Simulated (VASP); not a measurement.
Wanted: the native input for a VASP 6.6.1 run.

```yaml
Task: single point
Functional: PBE
Potentials_or_basis: VASP PAW PBE potentials, release 64 (Ti_sv, Ta_pv)
Cutoff: 520 eV
k_mesh: 6 × 6 × 1
Occupations: gaussian, width 0.1 eV
Spin: collinear spin
Starting_moments: "[1.0, 1.0, 1.0, 1.0, 1.0, 1.0, 1.0, 1.0, 0.0, 0.0] μB"
Dipole_correction: no
Further_INCAR_settings: ALGO = Fast; EDIFF = 1e-07; NBANDS = 74
```

The structure of TaTi4 lies in POSCAR:

```
TaTi4
1.0
    2.9357894095      0.0000000000      0.0000000000
   -1.4678947047      2.5424682088      0.0000000000
    0.0000000000      0.0000000000     23.6954870361
Ti Ta
8 2
Direct
    0.3333333333      0.6666666667      0.0494665295
    0.6666666667      0.3333333333      0.1477470354
    0.6666666667      0.3333333333      0.3522529646
    0.3333333333      0.6666666667      0.8522529646
    0.6666666667      0.3333333333      0.9505334705
    0.6666666667      0.3333333333      0.5494665295
    0.3333333333      0.6666666667      0.4505334705
    0.3333333333      0.6666666667      0.6477470354
    0.3333333333      0.6666666667      0.2500000000
    0.6666666667      0.3333333333      0.7500000000
```

One way to write it, as run:

INCAR

```
ALGO     = Fast           # electronic algorithm
EDIFF    = 1E-7           # SCF threshold, eV
ENCUT    = 520            # plane-wave cutoff, eV
GGA      = PE             # functional
ISIF     = 2              # what is computed and relaxed
ISMEAR   = 0              # smearing method
ISPIN    = 2              # spin polarisation
LASPH    = T              # aspherical terms in the spheres
LCHARG   = T              # write CHGCAR
LELF     = T              # ELF
LMAXMIX  = 4              # l up to which the mixer works
LORBIT   = 11             # projections on sites
LREAL    = F              # projectors in reciprocal space
LVHAR    = T            
LWAVE    = F              # write WAVECAR
MAGMOM   = 1 1 1 1 1 1 1 1 0 0 # initial moments
NBANDS   = 74             # bands
NELM     = 150            # most SCF steps
PREC     = Accurate       # precision mode
SIGMA    = 0.1            # smearing width, eV
```

KPOINTS

```
k-points
0
Gamma
  6 6 1
```

Potentials or basis: VASP PAW PBE potentials, release 64 (Ti_sv, Ta_pv).

The run is started by

```sh
$ cat potpaw_PBE.64/Ti_sv/POTCAR potpaw_PBE.64/Ta_pv/POTCAR > POTCAR
$ mpirun -np 1 vasp_std > vasp.out
```

It gave:

The pressure is -0.6 GPa, the largest force is 0.061 eV/Å and the band gap on the k mesh is zero (filled and empty bands overlap). The net moment is 0.00 μB per cell. The valence electrons inside the program's atomic spheres are Ti 10.25, 10.24 (each value once); Ta 8.87.

Caveat: the k points lie up to 0.41 Å⁻¹ apart, too coarse for converged energies and pressures of a metal; spin-orbit coupling is left out, which moves the levels of the heavy elements.

Wall time 10 min on 1 thread of Intel(R) Xeon(R) 6975P-C (Granite Rapids) (shared host), peak memory 0.46 GiB.
